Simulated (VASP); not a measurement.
Set up this calculation in VASP 6.6.1, as the native input.

* Task: single point
* Functional: r2SCAN
* Dispersion: D3(BJ)
* Potentials or basis: VASP PAW PBE potentials, release 64 (Zr_sv, Zn, N)
* Cutoff: 520 eV
* k mesh: 10 × 10 × 3
* Occupations: gaussian, width 0.1 eV
* Spin: no spin polarisation
* Dipole correction: no
* Further INCAR settings: ALGO = Normal; EDIFF = 1e-06; NBANDS = 40

Zr2Zn2N3:

```
CELL_PARAMETERS angstrom
3.22041 0.00000 0.00000
-1.61020 2.78895 0.00000
0.00000 0.00000 10.27858
ATOMIC_POSITIONS crystal
Zr 0.33333 0.66667 0.13500
Zr 0.66667 0.33333 0.86500
Zn 0.66667 0.33333 0.59218
Zn 0.33333 0.66667 0.40782
N 0.00000 0.00000 0.00000
N 0.66667 0.33333 0.25182
N 0.33333 0.66667 0.74818
```

The input as run:

POSCAR

```
Zr2Zn2N3
1.0
    3.2204070070      0.0000000000      0.0000000000
   -1.6102035035      2.7889542786      0.0000000000
    0.0000000000      0.0000000000     10.2785760000
Zr Zn N
2 2 3
Direct
    0.3333333333      0.6666666667      0.1350020000
    0.6666666667      0.3333333333      0.8649980000
    0.6666666667      0.3333333333      0.5921750000
    0.3333333333      0.6666666667      0.4078250000
    0.0000000000      0.0000000000      0.0000000000
    0.6666666667      0.3333333333      0.2518160000
    0.3333333333      0.6666666667      0.7481840000
```

INCAR.step1

```
SYSTEM = Zr2Zn2N3
PREC = Accurate
ENCUT = 520
ISMEAR = 0
SIGMA = 0.1
LREAL = .FALSE.
LASPH = .TRUE.
NELM = 100
NBANDS = 40
GGA = PE
ALGO = Normal
EDIFF = 1E-4
LWAVE = .TRUE.
LCHARG = .FALSE.
```

INCAR.step2

```
SYSTEM = Zr2Zn2N3
PREC = Accurate
ENCUT = 520
EDIFF = 1E-6
ISMEAR = 0
SIGMA = 0.1
LREAL = .FALSE.
LASPH = .TRUE.
NELM = 100
ALGO = Normal
ISIF = 2
LWAVE = .FALSE.
LCHARG = .FALSE.
METAGGA = R2SCAN
LMIXTAU = .TRUE.
IVDW = 12
VDW_S6 = 1.0
VDW_S8 = 0.78981345
VDW_A1 = 0.49484001
VDW_A2 = 5.73083694
NBANDS = 40
ISTART = 1
```

KPOINTS

```
regular mesh
0
G
  10 10 3
  0 0 0
```

Potentials or basis: VASP PAW PBE potentials, release 64 (Zr_sv, Zn, N).

Command:

```sh
$ cat potpaw_PBE.64/Zr_sv/POTCAR potpaw_PBE.64/Zn/POTCAR potpaw_PBE.64/N/POTCAR > POTCAR
$ cp INCAR.step1 INCAR
$ mpirun -np 1 vasp_std > vasp.out
$ cp INCAR.step2 INCAR
$ mpirun -np 1 vasp_std > vasp.out
```

Results of the run:

```
Pressure                   : -6.8 GPa
Largest force              : 0.302 eV/Å
Dispersion energy per atom : -0.165 eV
```

Caveat: the PAW data sets were made with another functional, which shifts forces and pressure a little; pairwise dispersion overbinds metals, which lowers pressure and volume.

Wall time 7.4 min on 1 thread of Intel(R) Xeon(R) Platinum 8259CL CPU @ 2.50GHz (Skylake/Cascade Lake), with other jobs on the host, peak memory 0.29 GiB.
